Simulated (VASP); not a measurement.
# RbCl (Fm-3m) in VASP: a series of runs

RbCl is run at these levels: PBE, r2SCAN; tasks: single point.

Program: VASP 6.6.1. These are calculated values, not measurements. Logs are shortened: lines on timing, memory, paths and dates and some standing lists are left out, and cuts for length are marked.

**1. The cell of the first run**

Symmetry: Fm-3m, No. 225, cubic system. Conventional cell: a = 6.830 Å, b = 6.830 Å, c = 6.830 Å, α = 90.00°, β = 90.00°, γ = 90.00°. Within 4.5 Å of Rb (site symmetry m-3m) lie 6 Cl at 3.41 Å. Cl (site symmetry m-3m) has 6 Rb at 3.41 Å within 4.5 Å.

**2. Single point, PBE (39.82 Å³/atom)**

The input, INCAR:

```
SYSTEM = RbCl
ALGO     = Normal         ! electronic algorithm
EDIFF    = 1E-6           ! SCF threshold, eV
ENCUT    = 500            ! plane-wave cutoff, eV
GGA      = PE             ! functional
GGA_COMPAT= .FALSE.      
ISIF     = 2              ! what is computed and relaxed
ISMEAR   = 0              ! smearing method
LASPH    = .TRUE.         ! aspherical terms in the spheres
LCHARG   = .FALSE.        ! write CHGCAR
LREAL    = .FALSE.        ! projectors in reciprocal space
LWAVE    = .FALSE.        ! write WAVECAR
NBANDS   = 15             ! bands
NELM     = 120            ! most SCF steps
PREC     = Accurate       ! precision mode
SIGMA    = 0.01           ! smearing width, eV
```

The input, KPOINTS:

```
k-points
0
G
  6 6 6
  0 0 0
```

The input, POSCAR:

```
RbCl
1.0
    0.0000000000      3.4148118182      3.4148118182
    3.4148118182      0.0000000000      3.4148118182
    3.4148118182      3.4148118182      0.0000000000
Rb Cl
1 1
Direct
    0.0000000000      0.0000000000      0.0000000000
    0.5000000000      0.5000000000      0.5000000000
```

Potentials or basis: VASP PAW PBE potentials, release 64 (Rb_sv, Cl).

Command:

```bash
> cat potpaw_PBE.64/Rb_sv/POTCAR potpaw_PBE.64/Cl/POTCAR > POTCAR
> mpirun -np 1 vasp_std > vasp.out
```

OUTCAR:

```text
SYSTEM = RbCl
   EDIFF = 1E-6
   ENCUT = 500
   GGA = PE
   ISIF = 2
   ISMEAR = 0
   LASPH = .TRUE.
   LREAL = .FALSE.
   NELM = 120
   PREC = Accurate

 ion  position               nearest neighbor table
   1  0.000  0.000  0.000-   2 3.41   2 3.41   2 3.41   2 3.41   2 3.41   2 3.41
   2  0.500  0.500  0.500-   1 3.41   1 3.41   1 3.41   1 3.41   1 3.41   1 3.41

  LATTYP: Found a face centered cubic cell.
 ALAT       =     6.8296236364

  Lattice vectors:

 A1 = (   0.0000000000,   3.4148118182,   3.4148118182)
 A2 = (   3.4148118182,   0.0000000000,   3.4148118182)
 A3 = (   3.4148118182,   3.4148118182,   0.0000000000)

Analysis of symmetry for initial positions (statically):
=====================================================================
 Subroutine PRICEL returns:
 Original cell was already a primitive cell.

 Routine SETGRP: Setting up the symmetry group for a
 face centered cubic supercell.

 Subroutine GETGRP returns: Found 48 space group operations
 (whereof 48 operations were pure point group operations)
 out of a pool of 48 trial point group operations.

The static configuration has the point symmetry O_h .

Analysis of symmetry for dynamics (positions and initial velocities):
=====================================================================
 Subroutine PRICEL returns:
 Original cell was already a primitive cell.

 Routine SETGRP: Setting up the symmetry group for a
 face centered cubic supercell.

 Subroutine GETGRP returns: Found 48 space group operations
 (whereof 48 operations were pure point group operations)
 out of a pool of 48 trial point group operations.

The dynamic configuration has the point symmetry O_h .

 Subroutine INISYM returns: Found 48 space group operations
 (whereof 48 operations are pure point group operations),
 and found     1 'primitive' translations

----------------------------------------------------------------------------------------

                                     Primitive cell

  volume of cell :      79.6398

  direct lattice vectors                    reciprocal lattice vectors
     0.000000000  3.414811818  3.414811818    -0.146420953  0.146420953  0.146420953
     3.414811818  0.000000000  3.414811818     0.146420953 -0.146420953  0.146420953
     3.414811818  3.414811818  0.000000000     0.146420953  0.146420953 -0.146420953

  length of vectors
     4.829273186  4.829273186  4.829273186     0.253608530  0.253608530  0.253608530

  position of ions in fractional coordinates (direct lattice)
     0.000000000  0.000000000  0.000000000
     0.500000000  0.500000000  0.500000000

  ion indices of the primitive-cell ions
   primitive index   ion index
                 1           1
                 2           2

----------------------------------------------------------------------------------------

 KPOINTS: k-points

Automatic generation of k-mesh.
 Grid dimensions read from file:
 generate k-points for:    6    6    6

 Generating k-lattice:

  Cartesian coordinates                     Fractional coordinates (reciprocal lattice)
    -0.024403492  0.024403492  0.024403492     0.166666667  0.000000000  0.000000000
     0.024403492 -0.024403492  0.024403492     0.000000000  0.166666667  0.000000000
     0.024403492  0.024403492 -0.024403492     0.000000000  0.000000000  0.166666667

  Length of vectors
     0.042268088  0.042268088  0.042268088

  Shift w.r.t. Gamma in fractional coordinates (k-lattice)
     0.000000000  0.000000000  0.000000000

 Subroutine IBZKPT returns following result:
 ===========================================

 Found     16 irreducible k-points:

 Following reciprocal coordinates:
            Coordinates               Weight
  0.000000  0.000000  0.000000      1.000000
  0.166667  0.000000  0.000000      8.000000
  0.333333  0.000000  0.000000      8.000000
  0.500000  0.000000  0.000000      4.000000
  0.166667  0.166667  0.000000      6.000000
  0.333333  0.166667  0.000000     24.000000
[... 8 lines left out ...]
 -0.333333  0.333333  0.166667     24.000000
 -0.333333  0.500000  0.166667     12.000000
   k-points           NKPTS =     16   k-points in BZ     NKDIM =     16   number of bands    NBANDS=     15
   number of dos      NEDOS =    301   number of ions     NIONS =      2
   total plane-waves  NPLWV =  46656
   dimension x,y,z NGX =    36 NGY =   36 NGZ =   36
   dimension x,y,z NGXF=    72 NGYF=   72 NGZF=   72
   ions per type =               1   1
   NGX,Y,Z   is equivalent  to a cutoff of  12.39, 12.39, 12.39 a.u.
   NGXF,Y,Z  is equivalent  to a cutoff of  24.79, 24.79, 24.79 a.u.
 SYSTEM =  RbCl
   PREC   = accura    normal or accurate (medium, high low for compatibility)
   ISTART =      0    job   : 0-new  1-cont  2-samecut
   ICHARG =      2    charge: 1-file 2-atom 10-const
   ISPIN  =      1    spin polarized calculation?
   LNONCOLLINEAR =      F non collinear calculations
   LSORBIT =      F    spin-orbit coupling
   LASPH  =      T    aspherical Exc in radial PAW
   ENCUT  =  500.0 eV  36.75 Ry    6.06 a.u.   8.80  8.80  8.80*2*pi/ulx,y,z
   NELM   =    120;   NELMIN=  2; NELMDL= -5     # of ELM steps
   EDIFF  = 0.1E-05   stopping-criterion for ELM
   LREAL  =      F    real-space projection
   EDIFFG = 0.1E-04   stopping-criterion for IOM
   NSW    =      0    number of steps for IOM
   IBRION =     -1    ionic relax: 0-MD 1-quasi-New 2-CG
   NFREE  =      0    steps in history (QN), initial steepest desc. (CG)
   ISIF   =      2    stress and relaxation
   ISYM   =      2    0-nonsym 1-usesym 2-fastsym
   POTIM  = 0.5000    time-step for ionic-motion
   TEBEG  =    0.0;   TEEND  =   0.0 temperature during run
   PSTRESS=    0.0 pullay stress
   NELECT =      16.0000    total number of electrons
   NUPDOWN=      -1.0000    fix difference up-down
   EMIN   =  10.00;   EMAX   =-10.00  energy-range for DOS
   EFERMI =   0.00;   METHOD = LEGACY
   ISMEAR =     0;   SIGMA  =   0.01  broadening in eV -4-tet -1-fermi 0-gaus
   EFERMI_NEDOS =   21; number of points for ismear=-14 and -15
   IALGO  =     38    algorithm
   IMIX   =      4    mixing-type and parameters
     AMIX     =   0.40;   BMIX     =  1.00
     AMIX_MAG =   1.60;   BMIX_MAG =  1.00
  volume/ion in A,a.u.               =      39.82       268.72
  Fermi-wavevector in a.u.,A,eV,Ry     =   0.958822  1.811911 12.508378  0.919340
  Thomas-Fermi vector in A             =   2.087964
   LORBIT       =      0    0 simple, 1 ext, 2 COOP (PROOUT), +10 PAW based schemes
   GGA     = PE    functional components
   LHFCALC =     F    Hartree Fock is set to
   AEXX    =    0.0000 exact exchange contribution
   IVDW    =     0    specifies the selected vdW correction
   LEPSILON=     F    determine dielectric tensor
   LRPA    =     F    only Hartree local field effects (RPA)
 non-spin polarized calculation
 Gauss-broadening in eV      SIGMA  =   0.01
  energy-cutoff  :      500.00
  volume of cell :       79.64
 maximum number of plane-waves:      2085
   NGX = 17   NGY = 17   NGZ = 17

 number of electron      15.9999999 magnetization

 Free energy of the ion-electron system (eV)
  ---------------------------------------------------
  ext. energy  EPLUGINS =         0.00000000
  ---------------------------------------------------
  free energy    TOTEN  =        -6.66604600 eV

  energy without entropy =       -6.66604600  energy(sigma->0) =       -6.66604600

 E-fermi :  -2.1219     XC(G=0):  -6.9161

 val. band max:       -2.2574313821   @ k =   0.0000   0.0000   0.0000
 cond. band min:       2.4036635167   @ k =   0.0000   0.0000   0.0000
 fundamental gap:      4.6610948989
 Fermi energy:        -2.1219125142

 k-point     1 :       0.0000    0.0000    0.0000
  band No.  band energies     occupation
      1     -26.4591      2.00000
      2     -14.1661      2.00000
      3     -10.5075      2.00000
      4     -10.5075      2.00000
      5     -10.5075      2.00000
      6      -2.2574      2.00000
      7      -2.2574      2.00000
      8      -2.2574      2.00000
      9       2.4037      0.00000
     10       5.6390      0.00000
     11       5.6390      0.00000
     12       5.6390      0.00000
     13       6.5537      0.00000
     14       6.5537      0.00000
     15       9.4816      0.00000

 k-point     2 :       0.1667    0.0000    0.0000
  band No.  band energies     occupation
      1     -26.4569      2.00000
      2     -14.1748      2.00000
      3     -10.5101      2.00000
      4     -10.5101      2.00000
      5     -10.5058      2.00000
      6      -2.4668      2.00000
      7      -2.3238      2.00000
      8      -2.3238      2.00000
      9       2.9573      0.00000
     10       5.4539      0.00000
     11       5.9460      0.00000
     12       5.9460      0.00000
     13       6.8904      0.00000
     14       6.8904      0.00000
     15      10.4354      0.00000

 k-point     3 :       0.3333    0.0000    0.0000
  band No.  band energies     occupation
      1     -26.4525      2.00000
      2     -14.1920      2.00000
      3     -10.5152      2.00000
      4     -10.5152      2.00000
      5     -10.5026      2.00000
      6      -2.8165      2.00000
      7      -2.4507      2.00000
      8      -2.4507      2.00000
      9       4.2032      0.00000
     10       5.3509      0.00000
     11       6.7808      0.00000
     12       6.7808      0.00000
     13       7.7543      0.00000
     14       7.7543      0.00000
     15       9.8346      0.00000

 k-point     4 :       0.5000    0.0000    0.0000
  band No.  band energies     occupation
      1     -26.4503      2.00000
      2     -14.2005      2.00000
      3     -10.5178      2.00000
      4     -10.5178      2.00000
      5     -10.5011      2.00000
      6      -2.9680      2.00000
      7      -2.5115      2.00000
      8      -2.5115      2.00000
      9       5.1116      0.00000
     10       5.2987      0.00000
     11       7.4819      0.00000
     12       7.4819      0.00000
     13       8.6940      0.00000
     14       8.6940      0.00000
     15       8.9336      0.00000
[... 163 lines left out ...]
 k-point    14 :       0.5000    0.3333    0.1667
  band No.  band energies     occupation
      1     -26.4498      2.00000
      2     -14.1668      2.00000
      3     -10.5799      2.00000
      4     -10.5663      2.00000
      5     -10.5151      2.00000
      6      -2.7386      2.00000
      7      -2.4806      2.00000
      8      -2.4079      2.00000
      9       4.7994      0.00000
     10       4.8221      0.00000
     11       7.0042      0.00000
     12       7.6282      0.00000
     13       7.7314      0.00000
     14       8.0317      0.00000
     15       8.8311      0.00000

 k-point    15 :      -0.3333    0.3333    0.1667
  band No.  band energies     occupation
      1     -26.4483      2.00000
      2     -14.1618      2.00000
      3     -10.5980      2.00000
      4     -10.5947      2.00000
      5     -10.5066      2.00000
      6      -2.7090      2.00000
      7      -2.4955      2.00000
      8      -2.4854      2.00000
      9       5.2122      0.00000
     10       5.2635      0.00000
     11       6.7974      0.00000
     12       6.8187      0.00000
     13       8.2521      0.00000
     14       8.7640      0.00000
     15       9.1938      0.00000

 k-point    16 :      -0.3333    0.5000    0.1667
  band No.  band energies     occupation
      1     -26.4477      2.00000
      2     -14.1433      2.00000
      3     -10.6493      2.00000
      4     -10.5987      2.00000
      5     -10.5221      2.00000
      6      -2.5482      2.00000
      7      -2.5380      2.00000
      8      -2.4323      2.00000
      9       4.5898      0.00000
     10       5.9623      0.00000
     11       6.0077      0.00000
     12       7.0769      0.00000
     13       8.1646      0.00000
     14       8.9668      0.00000
     15       9.3359      0.00000

------------------------ aborting loop because EDIFF is reached ----------------------------------------

  FORCE on cell =-STRESS in cart. coord.  units (eV):
  Direction    XX          YY          ZZ          XY          YZ          ZX
  --------------------------------------------------------------------------------------
  -------------------------------------------------------------------------------------
  Total       -0.3588469     -0.3588469     -0.3588469      0.0000000      0.0000000     -0.0000000
  in kB       -7.2192073     -7.2192073     -7.2192073      0.0000000      0.0000000     -0.0000000
  external PRESSURE =      -7.2192073 kB  Pullay stress =       0.0000000 kB

 VOLUME and BASIS-vectors are now :
 -----------------------------------------------------------------------------
  energy-cutoff  :      500.00
  volume of cell :       79.64
      direct lattice vectors                 reciprocal lattice vectors
     0.000000000  3.414811818  3.414811818    -0.146420953  0.146420953  0.146420953
     3.414811818  0.000000000  3.414811818     0.146420953 -0.146420953  0.146420953
     3.414811818  3.414811818  0.000000000     0.146420953  0.146420953 -0.146420953

 POSITION                                       TOTAL-FORCE (eV/Angst)
 -----------------------------------------------------------------------------------
      0.00000      0.00000      0.00000         0.000000      0.000000     -0.000000
      3.41481      3.41481      3.41481        -0.000000     -0.000000      0.000000
 -----------------------------------------------------------------------------------
    total drift:                                0.000000      0.000000      0.000000

  FREE ENERGIE OF THE ION-ELECTRON SYSTEM (eV)
  ---------------------------------------------------
  free  energy   TOTEN  =        -6.6660460041 eV

  energy  without entropy=       -6.6660460041  energy(sigma->0) =       -6.66604600
```

Run time: 11 s. Hardware: 1 thread of Intel Xeon Platinum 8488C (Sapphire Rapids), shared host; peak memory 0.2 GiB.

Results:

```yaml
Free_energy: -6.6660 eV
Pressure: -0.7 GPa
Band_gap_on_the_k_mesh: 4.66 eV
```

Levels at points of the mesh, in eV from the valence-band top:
```csv
k point,band 5,band 6,band 7,band 8,band 9,band 10,band 11,band 12
"(0.00, 0.00, 0.00)",-8.25,0.00,0.00,0.00,4.66,7.90,7.90,7.90
"(0.50, 0.00, 0.00)",-8.24,-0.71,-0.25,-0.25,7.37,7.56,9.74,9.74
"(0.50, 0.50, 0.00)",-8.32,-0.32,-0.11,-0.11,6.26,7.57,9.10,9.80
```

A hybrid or GW would open this gap; PBE tends to underestimate it.

[end of part 1 of 3]
